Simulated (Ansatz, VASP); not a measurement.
**PtSe2: VASP beside Ansatz**

The input INCAR:

```
SYSTEM = PtSe2
PREC = Accurate ; ENCUT = 520
EDIFF = 1E-6 ; ISMEAR = 0
SIGMA = 0.15 ; LREAL = .FALSE.
LASPH = .TRUE. ; NELM = 100
ALGO = Normal ; ISIF = 2
LWAVE = .FALSE. ; LCHARG = .FALSE.
GGA = PS ; NBANDS = 18
```

KPOINTS

```
Automatic mesh
0
G
  12 12 10
  0 0 0
```

The input POSCAR:

```
PtSe2
1.0
    3.8729606288      0.0000000000      0.0000000000
   -1.9364803144      3.3540822924      0.0000000000
    0.0000000000      0.0000000000      5.4669600000
Pt Se
1 2
Direct
    0.0000000000      0.0000000000      0.0000000000
    0.3333333333      0.6666666667      0.2500000000
    0.6666666667      0.3333333333      0.7500000000
```

Input for Ansatz:

```yaml
crystal:
  lattice:
    - [3.8729606288, 0.0, 0.0]
    - [-1.9364803144, 3.3540822924, 0.0]
    - [0.0, 0.0, 5.46696]
  atoms:
    - { symbol: Pt, position: [0.0, 0.0, 0.0] }
    - { symbol: Se, position: [0.3333333333, 0.6666666667, 0.25] }
    - { symbol: Se, position: [0.6666666667, 0.3333333333, 0.75] }
basis:
  ecutwfc: 420
kpoints:
  mp_grid: { grid: [12, 12, 10] }
hamiltonian:
  xc: pbesol
scf:
  occupations: { method: gaussian, width: 0.15 }
output:
  forces: true
  stress: true
  eigenvalues: true
  write_density: true
  write_potential: true
  elf: true
  volumetric_format: npy
```

Change from the starting cell: strain +0.040 along x and y, +0.080 along z, atoms carried along.

Alike in both runs: task single point; functional PBEsol; k mesh 12 × 12 × 10; occupations gaussian, width 0.15 eV; no spin polarisation.

```csv
,VASP,Ansatz
version,VASP 6.6.1,Ansatz 0.2.0
potentials or method,"VASP PAW PBE potentials, release 64 (Pt, Se), cutoff 520 eV","scalar-relativistic, plane waves, PAW"
valence electrons in the cell,22,50
```

|  | VASP | Ansatz | Ansatz less VASP |
| --- | --- | --- | --- |
| gap on the k mesh at the Fermi level (eV) | none | none | - |
| pressure (GPa) | -11.9 | -11.9 | +0.01 |
| traceless stress, the component that is largest in VASP (GPa) | 1.19 | 1.21 | +0.013 |
| rms of the force components (eV/Å) | 0.626 | 0.628 | +0.0016 |

VASP's potentials were made for PBE, not for PBEsol. Atom by atom the forces differ by 0.002 eV/Å (rms over components). A gap of «none» marks a metal or a gap that the smearing closes. VASP's potentials hold 22 valence electrons a cell and Ansatz's 50, so a difference there can come from the potentials and not from the codes.

Neither program's run includes spin-orbit coupling.
